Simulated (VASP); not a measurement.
# Ca (P3_121) in VASP: further runs

Runs on Ca. Level: PBEsol. Tasks: single point, relaxation of cell and atoms.

All numbers are computed with VASP 6.6.1; they aren't measurements. Logs are shortened: lines on timing, memory, paths and dates and some standing lists are left out, and cuts for length are marked.

**1. The cell of the first run**

It takes space group P3_121 (No. 152, trigonal). The conventional cell has a = 5.131 Å, b = 5.131 Å, c = 5.821 Å, α = 90.00°, β = 90.00°, γ = 120.00°. Ca (site symmetry 2) has 2 Ca at 2.79 Å within 3.7 Å.

**2. Single point, PBEsol**

The input, INCAR:

```
SYSTEM = Ca
PREC     = Accurate       ! precision mode
ENCUT    = 520            ! plane-wave cutoff, eV
EDIFF    = 1E-6           ! SCF threshold, eV
ISMEAR   = 0              ! smearing method
SIGMA    = 0.1            ! smearing width, eV
LREAL    = .FALSE.        ! projectors in reciprocal space
LASPH    = .TRUE.         ! aspherical terms in the spheres
NELM     = 100            ! most SCF steps
ALGO     = Normal         ! electronic algorithm
ISIF     = 2              ! what is computed and relaxed
LWAVE    = .FALSE.        ! write WAVECAR
LCHARG   = .FALSE.        ! write CHGCAR
GGA      = PS             ! functional
NBANDS   = 22             ! bands
```

The input, KPOINTS:

```
Automatic mesh
0
G
  6 6 4
  0 0 0
```

The input, POSCAR:

```
Ca
1.0
    5.1305594954      0.0000000000      0.0000000000
   -2.5652797477      4.4431948587      0.0000000000
    0.0000000000      0.0000000000      5.8207914923
Ca
3
Direct
    0.2254000000      0.0000000000      0.3333333333
    0.0000000000      0.2254000000      0.6666666667
    0.7746000000      0.7746000000      0.0000000000
```

Potentials or basis: VASP PAW PBE potentials, release 64 (Ca_sv).

The run is started by

```console
$ cat potpaw_PBE.64/Ca_sv/POTCAR > POTCAR
$ mpirun -np 1 vasp_std > vasp.out
```

OUTCAR:

```text
SYSTEM = Ca
   PREC = Accurate
   ENCUT = 520
   EDIFF = 1E-6
   ISMEAR = 0
   LREAL = .FALSE.
   LASPH = .TRUE.
   NELM = 100
   ISIF = 2
   GGA = PS

 ion  position               nearest neighbor table
   1  0.225  0.000  0.333-   3 2.79   2 2.79
   2  0.000  0.225  0.667-   3 2.79   1 2.79
   3  0.775  0.775  0.000-   1 2.79   2 2.79

  LATTYP: Found a hexagonal cell.
 ALAT       =     5.1305594954
 C/A-ratio  =     1.1345334749

  Lattice vectors:

 A1 = (   5.1305594954,   0.0000000000,   0.0000000000)
 A2 = (  -2.5652797477,   4.4431948587,   0.0000000000)
 A3 = (   0.0000000000,   0.0000000000,   5.8207914923)

Analysis of symmetry for initial positions (statically):
=====================================================================
 Subroutine PRICEL returns:
 Original cell was already a primitive cell.

 Routine SETGRP: Setting up the symmetry group for a
 hexagonal supercell.

 Subroutine GETGRP returns: Found  6 space group operations
 (whereof  2 operations were pure point group operations)
 out of a pool of 24 trial point group operations.

The static configuration has the point symmetry C_2 .
 The point group associated with its full space group is D_3 .

Analysis of symmetry for dynamics (positions and initial velocities):
=====================================================================
 Subroutine PRICEL returns:
 Original cell was already a primitive cell.

 Routine SETGRP: Setting up the symmetry group for a
 hexagonal supercell.

 Subroutine GETGRP returns: Found  6 space group operations
 (whereof  2 operations were pure point group operations)
 out of a pool of 24 trial point group operations.

The dynamic configuration has the point symmetry C_2 .
 The point group associated with its full space group is D_3 .

 Subroutine INISYM returns: Found  6 space group operations
 (whereof  2 operations are pure point group operations),
 and found     1 'primitive' translations

----------------------------------------------------------------------------------------

                                     Primitive cell

  volume of cell :     132.6912

  direct lattice vectors                    reciprocal lattice vectors
     5.130559495  0.000000000  0.000000000     0.194910516  0.112531639  0.000000000
    -2.565279748  4.443194859  0.000000000     0.000000000  0.225063278  0.000000000
     0.000000000  0.000000000  5.820791492     0.000000000  0.000000000  0.171797942

  length of vectors
     5.130559495  5.130559495  5.820791492     0.225063278  0.225063278  0.171797942

  position of ions in fractional coordinates (direct lattice)
     0.225400000  0.000000000  0.333333333
     1.000000000  0.225400000  0.666666667
     0.774600000  0.774600000  0.000000000

  ion indices of the primitive-cell ions
   primitive index   ion index
                 1           1
                 2           2
                 3           3

----------------------------------------------------------------------------------------

 KPOINTS: Automatic mesh

Automatic generation of k-mesh.
 Grid dimensions read from file:
 generate k-points for:    6    6    4

 Generating k-lattice:

  Cartesian coordinates                     Fractional coordinates (reciprocal lattice)
     0.032485086  0.018755273  0.000000000     0.166666667 -0.000000000  0.000000000
     0.000000000  0.037510546  0.000000000     0.000000000  0.166666667  0.000000000
     0.000000000  0.000000000  0.042949486     0.000000000  0.000000000  0.250000000

  Length of vectors
     0.037510546  0.037510546  0.042949486

  Shift w.r.t. Gamma in fractional coordinates (k-lattice)
     0.000000000  0.000000000  0.000000000

 Subroutine IBZKPT returns following result:
 ===========================================

 Found     24 irreducible k-points:

 Following reciprocal coordinates:
            Coordinates               Weight
  0.000000  0.000000  0.000000      1.000000
  0.166667 -0.000000  0.000000      6.000000
  0.333333 -0.000000  0.000000      6.000000
  0.500000 -0.000000  0.000000      3.000000
  0.166667  0.166667  0.000000      6.000000
  0.333333  0.166667  0.000000     12.000000
[... 16 lines left out ...]
  0.333333  0.166667  0.500000     12.000000
  0.333333  0.333333  0.500000      2.000000
   k-points           NKPTS =     24   k-points in BZ     NKDIM =     24   number of bands    NBANDS=     22
   number of dos      NEDOS =    301   number of ions     NIONS =      3
   total plane-waves  NPLWV =  76800
   dimension x,y,z NGX =    40 NGY =   40 NGZ =   48
   dimension x,y,z NGXF=    80 NGYF=   80 NGZF=   96
   ions per type =               3
   NGX,Y,Z   is equivalent  to a cutoff of  12.96, 12.96, 13.71 a.u.
   NGXF,Y,Z  is equivalent  to a cutoff of  25.92, 25.92, 27.42 a.u.
 SYSTEM =  Ca
   PREC   = accura    normal or accurate (medium, high low for compatibility)
   ISTART =      0    job   : 0-new  1-cont  2-samecut
   ICHARG =      2    charge: 1-file 2-atom 10-const
   ISPIN  =      1    spin polarized calculation?
   LNONCOLLINEAR =      F non collinear calculations
   LSORBIT =      F    spin-orbit coupling
   LASPH  =      T    aspherical Exc in radial PAW
   ENCUT  =  520.0 eV  38.22 Ry    6.18 a.u.   9.54  9.54 10.82*2*pi/ulx,y,z
   NELM   =    100;   NELMIN=  2; NELMDL= -5     # of ELM steps
   EDIFF  = 0.1E-05   stopping-criterion for ELM
   LREAL  =      F    real-space projection
   EDIFFG = 0.1E-04   stopping-criterion for IOM
   NSW    =      0    number of steps for IOM
   IBRION =     -1    ionic relax: 0-MD 1-quasi-New 2-CG
   NFREE  =      0    steps in history (QN), initial steepest desc. (CG)
   ISIF   =      2    stress and relaxation
   ISYM   =      2    0-nonsym 1-usesym 2-fastsym
   POTIM  = 0.5000    time-step for ionic-motion
   TEBEG  =    0.0;   TEEND  =   0.0 temperature during run
   PSTRESS=    0.0 pullay stress
   NELECT =      30.0000    total number of electrons
   NUPDOWN=      -1.0000    fix difference up-down
   EMIN   =  10.00;   EMAX   =-10.00  energy-range for DOS
   EFERMI =   0.00;   METHOD = LEGACY
   ISMEAR =     0;   SIGMA  =   0.10  broadening in eV -4-tet -1-fermi 0-gaus
   EFERMI_NEDOS =   21; number of points for ismear=-14 and -15
   IALGO  =     38    algorithm
   IMIX   =      4    mixing-type and parameters
     AMIX     =   0.40;   BMIX     =  1.00
     AMIX_MAG =   1.60;   BMIX_MAG =  1.00
  volume/ion in A,a.u.               =      44.23       298.48
  Fermi-wavevector in a.u.,A,eV,Ry     =   0.997320  1.884662 13.532997  0.994647
  Thomas-Fermi vector in A             =   2.129468
   LORBIT       =      0    0 simple, 1 ext, 2 COOP (PROOUT), +10 PAW based schemes
   GGA     = PS    functional components
   LHFCALC =     F    Hartree Fock is set to
   AEXX    =    0.0000 exact exchange contribution
   IVDW    =     0    specifies the selected vdW correction
   LEPSILON=     F    determine dielectric tensor
   LRPA    =     F    only Hartree local field effects (RPA)
 non-spin polarized calculation
 Gauss-broadening in eV      SIGMA  =   0.10
  energy-cutoff  :      520.00
  volume of cell :      132.69
 maximum number of plane-waves:      3621
 NGX is ok and might be reduce to    40
   NGX = 19   NGY = 19   NGZ = 21

 number of electron      30.0000007 magnetization

 Free energy of the ion-electron system (eV)
  ---------------------------------------------------
  ext. energy  EPLUGINS =         0.00000000
  ---------------------------------------------------
  free energy    TOTEN  =        -3.14083915 eV

  energy without entropy =       -3.12329888  energy(sigma->0) =       -3.13206902

 E-fermi :   1.4349     XC(G=0):  -7.5611

 val. band max:        1.3999878758   @ k =   0.3333  -0.0000   0.5000
 cond. band min:       1.4435036406   @ k =  -0.1667   0.5000   0.2500
 fundamental gap:      0.0435157648
 Fermi energy:         1.4348925888

 k-point     1 :       0.0000    0.0000    0.0000
  band No.  band energies     occupation
      1     -40.7395      2.00000
      2     -40.5596      2.00000
      3     -40.5596      2.00000
      4     -22.2010      2.00000
      5     -22.2010      2.00000
      6     -22.0005      2.00000
[... 14 lines left out ...]
     21       2.9286      0.00000
     22       3.6518      0.00000

 k-point     2 :       0.1667   -0.0000    0.0000
  band No.  band energies     occupation
      1     -40.7386      2.00000
      2     -40.5603      2.00000
      3     -40.5598      2.00000
      4     -22.2031      2.00000
      5     -22.2023      2.00000
      6     -21.9993      2.00000
[... 14 lines left out ...]
     21       3.0924      0.00000
     22       3.5246      0.00000

 k-point     3 :       0.3333   -0.0000    0.0000
  band No.  band energies     occupation
      1     -40.7367      2.00000
      2     -40.5616      2.00000
      3     -40.5602      2.00000
      4     -22.2070      2.00000
      5     -22.2048      2.00000
      6     -21.9963      2.00000
[... 14 lines left out ...]
     21       3.3232      0.00000
     22       3.4567      0.00000

 k-point     4 :       0.5000   -0.0000    0.0000
  band No.  band energies     occupation
      1     -40.7357      2.00000
      2     -40.5623      2.00000
      3     -40.5604      2.00000
      4     -22.2089      2.00000
      5     -22.2061      2.00000
      6     -21.9945      2.00000
[... 14 lines left out ...]
     21       3.2608      0.00000
     22       3.4300      0.00000

 k-point     5 :       0.1667    0.1667    0.0000
  band No.  band energies     occupation
      1     -40.7371      2.00000
      2     -40.5612      2.00000
      3     -40.5602      2.00000
      4     -22.2060      2.00000
      5     -22.2043      2.00000
      6     -21.9971      2.00000
[... 417 lines left out ...]
 k-point    22 :       0.1667    0.1667    0.5000
  band No.  band energies     occupation
      1     -40.6788      2.00000
      2     -40.6779      2.00000
      3     -40.5019      2.00000
      4     -22.2729      2.00000
      5     -22.0797      2.00000
      6     -22.0794      2.00000
[... 14 lines left out ...]
     21       3.0200      0.00000
     22       3.5358      0.00000

 k-point    23 :       0.3333    0.1667    0.5000
  band No.  band energies     occupation
      1     -40.6782      2.00000
      2     -40.6770      2.00000
      3     -40.5032      2.00000
      4     -22.2760      2.00000
      5     -22.0836      2.00000
      6     -22.0828      2.00000
[... 14 lines left out ...]
     21       2.9676      0.00000
     22       3.5766      0.00000

 k-point    24 :       0.3333    0.3333    0.5000
  band No.  band energies     occupation
      1     -40.6774      2.00000
      2     -40.6774      2.00000
      3     -40.5037      2.00000
      4     -22.2770      2.00000
      5     -22.0847      2.00000
      6     -22.0847      2.00000
[... 14 lines left out ...]
     21       3.1565      0.00000
     22       3.1565      0.00000

------------------------ aborting loop because EDIFF is reached ----------------------------------------

  FORCE on cell =-STRESS in cart. coord.  units (eV):
  Direction    XX          YY          ZZ          XY          YZ          ZX
  --------------------------------------------------------------------------------------
  -------------------------------------------------------------------------------------
  Total       -0.2951920     -0.2951920      3.1384063      0.0000000     -0.0000000      0.0000000
  in kB       -3.5642906     -3.5642906     37.8946251      0.0000000     -0.0000000      0.0000000
  external PRESSURE =      10.2553480 kB  Pullay stress =       0.0000000 kB

 VOLUME and BASIS-vectors are now :
 -----------------------------------------------------------------------------
  energy-cutoff  :      520.00
  volume of cell :      132.69
      direct lattice vectors                 reciprocal lattice vectors
     5.130559495  0.000000000  0.000000000     0.194910516  0.112531639  0.000000000
    -2.565279748  4.443194859  0.000000000     0.000000000  0.225063278  0.000000000
     0.000000000  0.000000000  5.820791492     0.000000000  0.000000000  0.171797942

 POSITION                                       TOTAL-FORCE (eV/Angst)
 -----------------------------------------------------------------------------------
      1.15643      0.00000      1.94026         2.671220      0.000000     -0.000000
     -0.57821      1.00150      3.88053        -1.335610      2.313345      0.000000
      1.98707      3.44170      0.00000        -1.335610     -2.313345      0.000000
 -----------------------------------------------------------------------------------
    total drift:                                0.000000     -0.000000     -0.000000

  FREE ENERGIE OF THE ION-ELECTRON SYSTEM (eV)
  ---------------------------------------------------
  free  energy   TOTEN  =        -3.1408391535 eV

  energy  without entropy=       -3.1232988821  energy(sigma->0) =       -3.13206902
```

It took 73 s on 1 thread of Intel Xeon Platinum 8488C (Sapphire Rapids), shared host; peak memory 0.26 GiB.

Results:

```
Free energy            : -3.1408 eV
Pressure               : 1.0 GPa
Largest force          : 2.671 eV/Å
Band gap on the k mesh : zero (band 15 reaches 1.75 eV, above the bottom of band 16 at 1.12 eV)
```

Forces in eV/Å, atoms in the order of the input:
```
Ca   2.671  0.000  0.000
Ca  -1.336  2.313  0.000
Ca  -1.336 -2.313  0.000
```

Caveat: the PAW data sets were made with another functional, which shifts forces and pressure a little.

**3. Relaxation of cell and atoms, PBEsol**

The input, INCAR:

```
SYSTEM = Ca
ALGO = Normal ; EDIFF = 1E-6
EDIFFG = -0.04 ; ENCUT = 600
GGA = PS ; IBRION = 2
ISIF = 3 ; ISMEAR = 0
LASPH = .True. ; LCHARG = .False.
LREAL = .False. ; LWAVE = .False.
NELM = 100 ; NSW = 90
PREC = Accurate ; SIGMA = 0.1
```

The input, KPOINTS:

```
k-points
0
Gamma
  6 6 4
  0 0 0
```

POSCAR is that of step 2.

Potentials or basis: VASP PAW PBE potentials, release 64 (Ca_sv).

The run is started by

```console
$ cat potpaw_PBE.64/Ca_sv/POTCAR > POTCAR
$ mpirun -np 1 vasp_std > vasp.out
```

Wall time 22 min (1 thread of Intel Xeon Platinum 8488C (Sapphire Rapids), shared host); peak memory 0.32 GiB.

The run converged. Its results:

```yaml
Free_energy: -6.3610 eV
Relaxed_volume: 40.24 Å³/atom
Relaxed_cell: a = 3.839 Å, b = 3.839 Å, c = 9.461 Å, α = 90.00°, β = 90.00°, γ = 120.00°
Space_group_after_relaxing_to_0.05_Å: P3_121 (No. 152)
Energy_gained_by_relaxing: 1073.2 meV/atom
Ionic_steps: 27
Pressure_after_relaxing: 0.1 GPa
Largest_force_after_relaxing: 0.037 eV/Å
Band_gap_on_the_k_mesh: zero (band 15 reaches 2.11 eV, above the bottom of band 16 at 1.94 eV)
```

Forces in eV/Å, atoms in the order of the input:
```
Ca  -0.037  0.000  0.000
Ca   0.018 -0.032  0.000
Ca   0.018  0.032  0.000
```

Stress tensor (GPa, compression positive):
```
 0.14  0.00  0.00
 0.00  0.14  0.00
 0.00  0.00 -0.03
```

The path:
```
step  energy change (eV)  largest force (eV/Å)  pressure (GPa)  volume (Å³)
   1              0.0000                2.6708            1.05       132.69
   2             -0.9876                1.8176            0.05       138.18
   3             -1.9501                0.2512           -1.68       151.46
   4             -1.9703                0.1414           -1.77       152.99
   5             -1.9790                0.0449           -1.84       154.55
   6             -2.2261                0.0320           -0.84       135.32
   7             -2.3430                0.1016            0.42       120.29
   8             -2.1159                0.2187            6.33        93.01
   9             -2.3606                0.1087            0.99       115.65
  10             -2.5864                0.1183            1.88       110.62
  11             -2.6144                0.0603            7.89        91.62
  12             -2.8248                0.0957            4.52       100.89
  13             -2.8154                0.0854            5.50        97.98
  14             -2.9138                0.0699            4.91        99.48
  15             -2.9762                0.0513            4.24       101.51
  16             -2.9725                0.0461            4.08       102.00
  17             -2.9758                0.0484            4.15       101.77
  18             -3.0597                0.0495            3.21       105.11
  19             -3.1992                0.0512            0.98       115.51
  20             -3.2154                0.0524            0.17       120.34
  21             -3.2156                0.0525            0.06       121.03
  22             -3.2162                0.0513            0.05       121.12
  23             -3.2174                0.0476           -0.01       121.41
  24             -3.2176                0.0407           -0.11       121.97
  25             -3.2179                0.0439           -0.07       121.72
  26             -3.2184                0.0421           -0.03       121.47
  27             -3.2195                0.0366            0.08       120.73
```

Final structure:
```
Ca
1.0
     3.83866    0.00000    0.00000
    -1.91933    3.32438    0.00000
     0.00000    0.00000    9.46101
Ca
3
Cartesian
  1.3433 0.0000 3.1537
  -0.6717 1.1634 6.3073
  1.2477 2.1610 0.0000
```

Levels at points of the mesh, in eV from the Fermi level:
```tsv
k point	band 11	band 12	band 13	band 14	band 15	band 16	band 17	band 18	band 19
(0.00, 0.00, 0.00)	-22.74	-22.74	-4.14	-2.36	-2.36	0.86	0.86	2.32	2.37
(0.50, 0.00, 0.00)	-22.77	-22.77	-0.96	-0.91	-0.53	0.11	0.18	0.52	1.02
(0.00, 0.00, 0.50)	-22.75	-22.75	-3.65	-3.65	-1.07	-0.16	1.85	1.85	2.26
(0.50, 0.00, 0.50)	-22.77	-22.76	-1.03	-0.71	-0.66	-0.13	0.52	0.57	1.08
```

Caveat: the PAW data sets were made with another functional, which shifts forces and pressure a little.
